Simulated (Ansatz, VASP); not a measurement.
**One calculation of Bi, two programs**

```xyz
1
Lattice="0.0000 2.4935 2.4935 2.4935 0.0000 2.4935 2.4935 2.4935 0.0000" Properties=species:S:1:pos:R:3 pbc="T T T"
Bi    0.0000    0.0000    0.0000
```

Change from the starting cell: volume scaled by 0.975, PAW files.

Alike in both runs: task electric field gradients; functional PBE; k mesh 16 × 16 × 16; occupations fermi-dirac, width 0.05 eV; no spin polarisation.

|  | VASP | Ansatz |
| --- | --- | --- |
| version | VASP 6.6.1 | Ansatz 0.2.0 |
| potentials or method | VASP PAW PBE potentials, release 64 (Bi_d) | PAW with Ansatz's default frozen-core files, scalar-relativistic |
| plane-wave cutoff (eV) | 520 | 420 |
| valence electrons in the cell | 15 | 15 |

```tsv
	VASP	Ansatz	Ansatz less VASP
pressure (GPa)	1.3	1.4	+0.06
```

Spin-orbit coupling is off throughout.
